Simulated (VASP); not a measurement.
# MgO (Fm-3m) in VASP: a series of runs, part 2 of 2

VASP 6.6.1. The steps go on from the part before.

## Step 3: Single point, LDA

INCAR reads:

```
SYSTEM = MgO
ALGO     = Normal         ! electronic algorithm
EDIFF    = 1E-6           ! SCF threshold, eV
ENCUT    = 600            ! plane-wave cutoff, eV
GGA_COMPAT= .FALSE.      
ISIF     = 2              ! what is computed and relaxed
ISMEAR   = -1             ! smearing method
LASPH    = .TRUE.         ! aspherical terms in the spheres
LCHARG   = .FALSE.        ! write CHGCAR
LREAL    = .FALSE.        ! projectors in reciprocal space
LWAVE    = .FALSE.        ! write WAVECAR
NBANDS   = 11             ! bands
NELM     = 120            ! most SCF steps
PREC     = Accurate       ! precision mode
SIGMA    = 0.01           ! smearing width, eV
```

KPOINTS reads:

```
k-points
0
G
  8 8 8
  0 0 0
```

POSCAR reads:

```
MgO
1.0
    0.0000000000      2.1061000000      2.1061000000
    2.1061000000      0.0000000000      2.1061000000
    2.1061000000      2.1061000000      0.0000000000
Mg O
1 1
Direct
    0.0000000000      0.0000000000      0.0000000000
    0.5000000000      0.5000000000      0.5000000000
```

Potentials or basis: VASP PAW LDA potentials, release 64 (Mg, O).

Started as:

```
$ cat potpaw_LDA.64/Mg/POTCAR potpaw_LDA.64/O/POTCAR > POTCAR
$ mpirun -np 1 vasp_std > vasp.out
```

Run time: 2.1 s. Hardware: 1 thread of Intel Xeon 6975P-C (Granite Rapids), shared host; peak memory 0.13 GiB.

Results (log left out):

| Item | Value |
| --- | --- |
| Free energy | -13.4279 eV |
| Pressure | -8.0 GPa |
| Band gap on the k mesh | 4.66 eV, direct |

Levels at points of the mesh, in eV from the valence-band top:
| k point | band 1 | band 2 | band 3 | band 4 | band 5 | band 6 | band 7 | band 8 |
| --- | --- | --- | --- | --- | --- | --- | --- | --- |
| (0.00, 0.00, 0.00) | -17.00 | 0.00 | 0.00 | 0.00 | 4.66 | 15.53 | 15.53 | 15.53 |
| (0.50, 0.00, 0.00) | -15.65 | -4.70 | -0.67 | -0.67 | 7.73 | 12.40 | 16.00 | 16.00 |
| (0.50, 0.50, 0.00) | -15.38 | -4.15 | -1.37 | -1.37 | 8.89 | 9.70 | 12.89 | 18.63 |

## Step 4: Single point, LDA

INCAR reads:

```
SYSTEM = MgO
ALGO     = Normal         ! electronic algorithm
EDIFF    = 1E-6           ! SCF threshold, eV
ENCUT    = 600            ! plane-wave cutoff, eV
GGA      = CA             ! functional
GGA_COMPAT= .False.      
ISIF     = 2              ! what is computed and relaxed
ISMEAR   = -1             ! smearing method
LASPH    = .True.         ! aspherical terms in the spheres
LCHARG   = .False.        ! write CHGCAR
LREAL    = .False.        ! projectors in reciprocal space
LWAVE    = .False.        ! write WAVECAR
NBANDS   = 11             ! bands
NELM     = 120            ! most SCF steps
PREC     = Accurate       ! precision mode
SIGMA    = 0.02           ! smearing width, eV
```

KPOINTS reads:

```
k-points
0
Gamma
  8 8 8
  0 0 0
```

POSCAR is that of step 3.

Started as:

```
$ cat potpaw_LDA.64/Mg/POTCAR potpaw_LDA.64/O/POTCAR > POTCAR
$ mpirun -np 1 vasp_std > vasp.out
```

Run time: 2.2 s. Hardware: 1 thread of Intel Xeon 6975P-C (Granite Rapids), shared host; peak memory 0.13 GiB.

The run converged. Its results:

- Free energy: -13.4279 eV
- Pressure: -8.0 GPa
- Band gap on the k mesh: 4.66 eV, direct

Levels at points of the mesh, in eV from the valence-band top:
```
           k point  band 2  band 3  band 4  band 5  band 6  band 7
(0.00, 0.00, 0.00)    0.00    0.00    0.00    4.66   15.53   15.53
(0.50, 0.00, 0.00)   -4.70   -0.67   -0.67    7.73   12.40   16.00
(0.50, 0.50, 0.00)   -4.15   -1.37   -1.37    8.89    9.70   12.89
```

## Step 5: Single point, LDA

INCAR reads:

```
PREC     = Accurate       # precision mode
ENCUT    = 600            # plane-wave cutoff, eV
EDIFF    = 1E-6           # SCF threshold, eV
ISMEAR   = 1              # smearing method
SIGMA    = 0.3            # smearing width, eV
LREAL    = F              # projectors in reciprocal space
LASPH    = T              # aspherical terms in the spheres
NELM     = 120            # most SCF steps
ALGO     = Normal         # electronic algorithm
ISIF     = 2              # what is computed and relaxed
LWAVE    = F              # write WAVECAR
LCHARG   = F              # write CHGCAR
GGA      = CA             # functional
NBANDS   = 11             # bands
GGA_COMPAT= F
```

KPOINTS reads:

```
regular mesh
0
Gamma
  8 8 8
```

POSCAR is that of step 4.

Started as:

```
$ cat potpaw_LDA.64/Mg/POTCAR potpaw_LDA.64/O/POTCAR > POTCAR
$ mpirun -np 1 vasp_std > vasp.out
```

Run time: 2.3 s. Hardware: 1 thread of Intel Xeon 6975P-C (Granite Rapids), shared host; peak memory 0.12 GiB.

The run converged. Its results:

```
Free energy            : -13.4262 eV
Pressure               : -8.0 GPa
Band gap on the k mesh : 4.66 eV, direct
```

Levels at points of the mesh, in eV from the valence-band top:
| k point | band 2 | band 3 | band 4 | band 5 | band 6 | band 7 |
| --- | --- | --- | --- | --- | --- | --- |
| (0.00, 0.00, 0.00) | 0.00 | 0.00 | 0.00 | 4.66 | 15.53 | 15.53 |
| (0.50, 0.00, 0.00) | -4.70 | -0.67 | -0.67 | 7.73 | 12.40 | 16.00 |
| (0.50, 0.50, 0.00) | -4.15 | -1.37 | -1.37 | 8.89 | 9.70 | 12.89 |

LDA gaps usually lie below the measured ones, often by a third to a half.

## Step 6: Single point, LDA

INCAR reads:

```
PREC     = Accurate       # precision mode
ENCUT    = 600            # plane-wave cutoff, eV
EDIFF    = 1E-6           # SCF threshold, eV
ISMEAR   = -1             # smearing method
SIGMA    = 0.02           # smearing width, eV
LREAL    = False          # projectors in reciprocal space
LASPH    = True           # aspherical terms in the spheres
NELM     = 120            # most SCF steps
ALGO     = Normal         # electronic algorithm
ISIF     = 2              # what is computed and relaxed
LWAVE    = False          # write WAVECAR
LCHARG   = False          # write CHGCAR
GGA      = CA             # functional
NBANDS   = 11             # bands
GGA_COMPAT= False
```

KPOINTS reads:

```
Automatic mesh
0
Gamma
  8 8 8
```

POSCAR is that of step 5.

Potentials or basis: VASP PAW LDA potentials, release 64 (Mg, O).

Started as:

```
$ cat potpaw_LDA.64/Mg/POTCAR potpaw_LDA.64/O/POTCAR > POTCAR
$ mpirun -np 1 vasp_std > vasp.out
```

OUTCAR:

```text
PREC = Accurate
   ENCUT = 600
   EDIFF = 1E-6
   ISMEAR = -1
   LREAL = False
   LASPH = True
   NELM = 120
   ISIF = 2
   GGA = CA

 ion  position               nearest neighbor table
   1  0.000  0.000  0.000-   2 2.11   2 2.11   2 2.11   2 2.11   2 2.11   2 2.11
   2  0.500  0.500  0.500-   1 2.11   1 2.11   1 2.11   1 2.11   1 2.11   1 2.11

  LATTYP: Found a face centered cubic cell.
 ALAT       =     4.2122000000

  Lattice vectors:

 A1 = (   0.0000000000,   2.1061000000,   2.1061000000)
 A2 = (   2.1061000000,   0.0000000000,   2.1061000000)
[... 512 lines left out ...]
      7      16.0730      0.00000
      8      19.4628      0.00000
      9      23.1299      0.00000
     10      24.6134      0.00000
     11      28.6636      0.00000

 [... further k-points ...]
[... 5 lines left out ...]
  --------------------------------------------------------------------------------------
  -------------------------------------------------------------------------------------
  Total       -0.9310651     -0.9310651     -0.9310651      0.0000000      0.0000000      0.0000000
  in kB      -79.8405817    -79.8405817    -79.8405817      0.0000000      0.0000000      0.0000000
  external PRESSURE =     -79.8405817 kB  Pullay stress =       0.0000000 kB

 VOLUME and BASIS-vectors are now :
 -----------------------------------------------------------------------------
  energy-cutoff  :      600.00
  volume of cell :       18.68
      direct lattice vectors                 reciprocal lattice vectors
     0.000000000  2.106100000  2.106100000    -0.237405631  0.237405631  0.237405631
     2.106100000  0.000000000  2.106100000     0.237405631 -0.237405631  0.237405631
     2.106100000  2.106100000  0.000000000     0.237405631  0.237405631 -0.237405631

 POSITION                                       TOTAL-FORCE (eV/Angst)
 -----------------------------------------------------------------------------------
      0.00000      0.00000      0.00000         0.000000      0.000000     -0.000000
      2.10610      2.10610      2.10610        -0.000000     -0.000000      0.000000
 -----------------------------------------------------------------------------------
    total drift:                               -0.000000     -0.000000      0.000000

  FREE ENERGIE OF THE ION-ELECTRON SYSTEM (eV)
  ---------------------------------------------------
  free  energy   TOTEN  =       -13.4279218601 eV

  energy  without entropy=      -13.4279218601  energy(sigma->0) =      -13.42792186
```

OSZICAR:

```text
N       E                     dE             d eps       ncg     rms          rms(c)
DAV:   1     0.150171010362E+02    0.15017E+02   -0.50897E+03   702   0.728E+02
DAV:   2    -0.144075951904E+02   -0.29425E+02   -0.28991E+02   727   0.146E+02
DAV:   3    -0.149952865716E+02   -0.58769E+00   -0.58713E+00   787   0.180E+01
DAV:   4    -0.149966478259E+02   -0.13613E-02   -0.13612E-02   686   0.952E-01
DAV:   5    -0.149966519573E+02   -0.41314E-05   -0.41314E-05   755   0.499E-02    0.703E+00
DAV:   6    -0.134926358125E+02    0.15040E+01   -0.87873E+00   665   0.161E+01    0.226E+00
DAV:   7    -0.134527219530E+02    0.39914E-01   -0.67851E-02   701   0.230E+00    0.130E+00
DAV:   8    -0.134284639732E+02    0.24258E-01   -0.33040E-02   674   0.184E+00    0.238E-01
DAV:   9    -0.134280861846E+02    0.37779E-03   -0.41701E-04   731   0.153E-01    0.143E-01
DAV:  10    -0.134279224105E+02    0.16377E-03   -0.41197E-04   683   0.172E-01    0.615E-03
DAV:  11    -0.134279218601E+02    0.55040E-06   -0.41728E-06   704   0.115E-02
   1 F= -.13427922E+02 E0= -.13427922E+02  d E =-.215329E-13
```

stdout:

```text
POSCAR found type information on POSCAR MgO
 POSCAR found :  2 types and       2 ions
 scaLAPACK will be used
 LDA part: xc-table for (Slater(with rela. corr.)+CA(PZ))
 , standard interpolation
 POSCAR, INCAR and KPOINTS ok, starting setup
 FFT: planning ... GRIDC
 FFT: planning ... GRID_SOFT
 FFT: planning ... GRID
 WAVECAR not read
 entering main loop
```

It took 2.3 s on 1 thread of Intel Xeon 6975P-C (Granite Rapids), shared host; peak memory 0.13 GiB.

What came out:

```
Free energy            : -13.4279 eV
Pressure               : -8.0 GPa
Band gap on the k mesh : 4.66 eV, direct
```

A hybrid or GW would open this gap; LDA tends to underestimate it.

## Step 7: Summary

| cutoff (eV) | smearing | gap on the mesh (eV) | pressure (GPa) |
| --- | --- | --- | --- |
| 520 | fermi-dirac 0.02 eV | 4.66 | -7.7 |
| 600 | fermi-dirac 0.01 eV | 4.66 | -8.0 |
| 600 | fermi-dirac 0.02 eV | 4.66 | -8.0 |
| 600 | methfessel-paxton 0.3 eV | 4.66 | -8.0 |

Alike in all rows: task single point; level LDA; potentials or basis VASP PAW LDA potentials, release 64 (Mg, O); no spin polarisation; cell as given; k mesh 8 × 8 × 8.

On the cell as given the gap runs from 4.66 eV (LDA) to 4.66 eV (LDA).

Absolute energies hang on the potentials; compare differences alone.
